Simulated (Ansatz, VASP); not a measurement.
## LiF in VASP and in Ansatz

```
CELL_PARAMETERS angstrom
2.76430 0.00000 0.00000
0.00000 2.76430 0.00000
0.00000 0.00000 2.66191
ATOMIC_POSITIONS crystal
Li 0.00000 0.00000 0.00000
F 0.50000 0.50000 0.50000
```

Change from the starting cell: strain +0.080 along x and y, +0.040 along z, atoms carried along.

Alike in both runs: task single point; functional r2SCAN; k mesh 10 × 10 × 10; occupations gaussian, width 0.05 eV; no spin polarisation.

```csv
,VASP,Ansatz
version,VASP 6.6.1,Ansatz 0.2.0
potentials or method,"VASP PAW PBE potentials, release 64 (Li_sv, F), cutoff 520 eV","scalar-relativistic, plane waves, PAW"
valence electrons in the cell,10,10
```

```tsv
	VASP	Ansatz	Ansatz less VASP
gap on the k mesh at the Fermi level (eV)	7.06	6.87	-0.192
least direct gap on the mesh (eV)	7.50	7.30	-0.196
```

VASP's potentials were made for PBE, not for r2SCAN.

Noted on VASP's run: the cutoff is under 1.25 times that of the potentials, so the pressure is a little rough.
